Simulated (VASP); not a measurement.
Input of a VASP 6.6.1 run:

The input INCAR:

```
  ALGO = Fast
  EDIFF = 1E-6
  ENCUT = 520
  GGA = PS
  ISIF = 2
  ISMEAR = -1
  LASPH = T
  LCHARG = F
  LREAL = F
  LWAVE = F
  NBANDS = 11
  NELM = 80
  PREC = Accurate
  SIGMA = 0.05
```

File KPOINTS:

```
k-points
0
Gamma
  7 7 7
```

File POSCAR:

```
Ba
1.0
    0.0000000000      2.2507670913      2.2507670913
    2.2507670913      0.0000000000      2.2507670913
    2.2507670913      2.2507670913      0.0000000000
Ba
1
Direct
    0.0000000000      0.0000000000      0.0000000000
```

Potentials or basis: VASP PAW PBE potentials, release 64 (Ba_sv).

Launch:

```sh
$ cat potpaw_PBE.64/Ba_sv/POTCAR > POTCAR
$ mpirun -np 1 vasp_std > vasp.out
```

Task: What does it give for the pressure?

Result: 38.9 GPa.

Task: Estimate the band gap on the k mesh.

Result: Zero (band 5 reaches 8.27 eV, above the bottom of band 6 at 4.45 eV).

Caveat: the PAW data sets were made with another functional, which shifts forces and pressure a little; spin-orbit coupling is left out, which moves the levels of the heavy elements.
